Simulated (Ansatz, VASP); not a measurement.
## Two plane-wave programs on Ni

```xyz
2
Lattice="2.4216 0.0138 0.0210 -1.1989 2.0657 0.0123 0.0349 0.0438 3.9961" Properties=species:S:1:pos:R:3 pbc="T T T"
Ni   -0.0193    1.4550    1.0267
Ni    1.1707    0.7994    3.0874
```

Alike in both runs: task single point; functional r2SCAN; k mesh 9 × 9 × 5; occupations fermi-dirac, width 0.1 eV; collinear spin.

```csv
,VASP,Ansatz
version,VASP 6.6.1,Ansatz 0.2.0
potentials or method,"VASP PAW PBE potentials, release 64 (Ni), cutoff 520 eV","plane waves, PAW"
valence electrons in the cell,20,36
```

```tsv
	VASP	Ansatz	Ansatz less VASP
pressure (GPa)	13.1	12.9	-0.17
traceless stress, the component that is largest in VASP (GPa)	-2.09	-2.08	+0.019
rms of the force components (eV/Å)	0.407	0.403	-0.0041
net moment per atom (μB)	0.62	0.65	+0.032
size of the moment on the site where the two differ most (μB)	0.63	0.71	+0.083
```

VASP's potentials were made for PBE, not for r2SCAN. Site moments also hang on the region over which each program counts them. Atom by atom the forces differ by 0.004 eV/Å (rms over components). VASP's potentials hold 20 valence electrons a cell and Ansatz's 36, so a difference there can come from the potentials and not from the codes. Ansatz's warnings: stability check not made, stress scf threshold loose.
